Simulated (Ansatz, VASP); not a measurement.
## Ti in VASP and in Ansatz

```
CELL_PARAMETERS angstrom
0.00000 2.78021 2.78021
2.78021 0.00000 2.78021
2.78021 2.78021 0.00000
ATOMIC_POSITIONS crystal
Ti 0.50000 0.50000 0.50000
Ti 0.75000 0.75000 0.75000
```

Alike in both runs: functional r2SCAN; k mesh 10 × 10 × 10; occupations gaussian, width 0.1 eV; no spin polarisation.

Ansatz relaxed the structure, and its values are those at the end. VASP's run is a single point on that final structure, the one shown.

|  | VASP | Ansatz |
| --- | --- | --- |
| version | VASP 6.6.1 | Ansatz 0.2.0 |
| potentials or method | VASP PAW PBE potentials, release 64 (Ti_sv), cutoff 520 eV | scalar-relativistic, plane waves, PAW |
| valence electrons in the cell | 24 | 24 |

VASP gave:

```
gap on the k mesh at the Fermi level (eV) : none
pressure (GPa)                            : 0.3
```

Task: Estimate Ansatz's values.

Result: gap on the k mesh at the Fermi level (eV): none; pressure (GPa): 0.0.

VASP's potentials were made for PBE, not for r2SCAN. A gap of «none» marks a metal or a gap that the smearing closes. The functional is the same, so the differences come from potentials, cutoffs and numerics.
